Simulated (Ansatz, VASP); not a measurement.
**Two plane-wave programs on MgO**

```
Mg O
1.0
     0.00000    2.09700    2.09700
     2.09700    0.00000    2.09700
     2.09700    2.09700    0.00000
Mg O
1 1
Cartesian
  0.0000 0.0000 0.0000
  2.0970 2.0970 2.0970
```

Alike in both runs: functional LDA; k mesh 6 × 6 × 6; occupations fermi-dirac, width 0.05 eV; no spin polarisation.

|  | VASP | Ansatz |
| --- | --- | --- |
| version | VASP 6.6.1 | Ansatz 0.2.0 |
| potentials or method | VASP PAW LDA potentials, release 64 (Mg, O) | Ansatz PAW |
| plane-wave cutoff (eV) | 520 | 420 |
| valence electrons in the cell | 8 | 16 |
| task | single point | band structure |

VASP gave:

* gap on the k mesh at the Fermi level (eV): 4.78
* least direct gap on the mesh (eV): 4.78
* pressure (GPa): -5.8

Q: Which values does Ansatz return?

A: gap on the k mesh at the Fermi level (eV): 4.78; least direct gap on the mesh (eV): 4.78; pressure (GPa): -4.1.

LDA's correlation is that of Perdew and Zunger in VASP and of Perdew and Wang (1992) in Ansatz. VASP's potentials hold 8 valence electrons a cell and Ansatz's 16, so a difference there can come from the potentials and not from the codes.

The k mesh is coarse, so the values compare programs but aren't converged.
